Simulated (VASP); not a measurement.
Input of a VASP 6.6.1 run:

The input INCAR:

```
ALGO = Fast
EDIFF = 1E-6
ENCUT = 520
GGA = PS
ISIF = 2
ISMEAR = 1
LASPH = T
LCHARG = F
LREAL = F
LWAVE = F
NBANDS = 25
NELM = 80
PREC = Accurate
SIGMA = 0.05
```

The input KPOINTS:

```
k-points
0
Gamma
  9 9 3
```

File POSCAR:

```
CaBr
1.0
    4.0841480343      0.0000000000      0.0000000000
   -2.0420740171      3.5369759505      0.0000000000
    0.0000000000      0.0000000000      9.6721260000
Br Ca
2 2
Direct
    0.6666666667      0.3333333333      0.5344880000
    0.3333333333      0.6666666667      0.0344880000
    0.6666666667      0.3333333333      0.8405120000
    0.3333333333      0.6666666667      0.3405120000
```

Potentials or basis: VASP PAW PBE potentials, release 64 (Br, Ca_sv).

Command:

```console
$ cat potpaw_PBE.64/Br/POTCAR potpaw_PBE.64/Ca_sv/POTCAR > POTCAR
$ mpirun -np 1 vasp_std > vasp.out
```

Question: What does it give for the pressure?

Answer: -0.7 GPa.

Question: Predict the band gap on the k mesh.

Answer: Zero (bands 17 and 18 overlap by 0.94 eV).

Question: What does it give for the largest force?

Answer: 0.109 eV/Å.

Forces in eV/Å, atoms in the order of the input:
```
Br   0.000  0.000  0.109
Br   0.000  0.000  0.109
Ca   0.000  0.000 -0.109
Ca   0.000  0.000 -0.109
```

Caveat: the PAW data sets were made with another functional, which shifts forces and pressure a little.
